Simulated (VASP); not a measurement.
MnO2:

```
Mn O
1.0
     2.90416    0.00000    0.00000
     0.00000    3.84481    0.00000
     0.00000    0.00000    6.16426
Mn O
2 4
Direct
  0.50000 0.50000 0.34330
  0.00000 0.00000 0.65670
  0.50000 0.00000 0.83757
  0.00000 0.50000 0.16243
  0.50000 0.00000 0.42180
  0.00000 0.50000 0.57820
```

Base run:

* Program: VASP 6.6.1
* Functional: PBE
* Potentials or basis: VASP PAW PBE potentials, release 64 (Mn_pv, O)
* Cutoff: 520 eV
* k mesh: 8 × 6 × 4
* Occupations: fermi-dirac, width 0.05 eV
* Spin: collinear spin, ferromagnetic start
* Starting moments: [5.0, 5.0, 0.0, 0.0, 0.0, 0.0] μB
* Fixed moment: 10 μB

Its results: pressure 24.1 GPa; site moments Mn +3.61; O +0.67, +0.37 μB; largest force 2.531 eV/Å.

Task: The run is repeated on the same cell with these changes: fixed moment from 10 μB to 8 μB; moments at the start from [5.0, 5.0, 0.0, 0.0, 0.0, 0.0] to [4.0, 4.0, 0.0, 0.0, 0.0, 0.0]. What comes out?

Result: Pressure 6.7 GPa; site moments Mn +3.19; O +0.42, +0.17 μB; largest force 0.874 eV/Å.

Caveats: the total moment is fixed, so each spin has its own Fermi level; only a ferromagnetic start was run, and an antiferromagnetic order may lie lower in energy; forces of over 1 eV/Å act on the atoms, so gaps and moduli don't describe the material at rest (some runs).
